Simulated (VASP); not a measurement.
W, 4 atoms in the cell. The typed cell holds 4 atoms: a = 2.810 Å, b = 4.864 Å, c = 4.924 Å, α = 90.00°, β = 90.00°, γ = 90.00°.  This cell differs from its parent crystal: atoms moved at random.

| Property | Result |
| --- | --- |
| Program | VASP 6.6.1 |
| Task | single point |
| Functional | PBE |
| Potentials or basis | VASP PAW PBE potentials, release 64 (W_sv) |
| Cutoff | 520 eV |
| k mesh | 9 × 6 × 6 |
| Occupations | fermi-dirac, width 0.05 eV |
| Spin | no spin polarisation |
| Dipole correction | no |
| Further INCAR settings | ALGO = Fast; EDIFF = 1e-06; NBANDS = 36 |

Potentials or basis: VASP PAW PBE potentials, release 64 (W_sv).

Command:

```console
$ cat potpaw_PBE.64/W_sv/POTCAR > POTCAR
$ mpirun -np 1 vasp_std > vasp.out
```

Hardware: 1 thread of Intel(R) Xeon(R) Platinum 8259CL CPU @ 2.50GHz (Skylake/Cascade Lake) (shared host).

Task: How long does it take, and how much memory?

Result: Wall time 4.4 min on 1 thread of Intel(R) Xeon(R) Platinum 8259CL CPU @ 2.50GHz (Skylake/Cascade Lake), on a shared host, peak memory 0.38 GiB. Counts: scf iterations 14, k points 164.
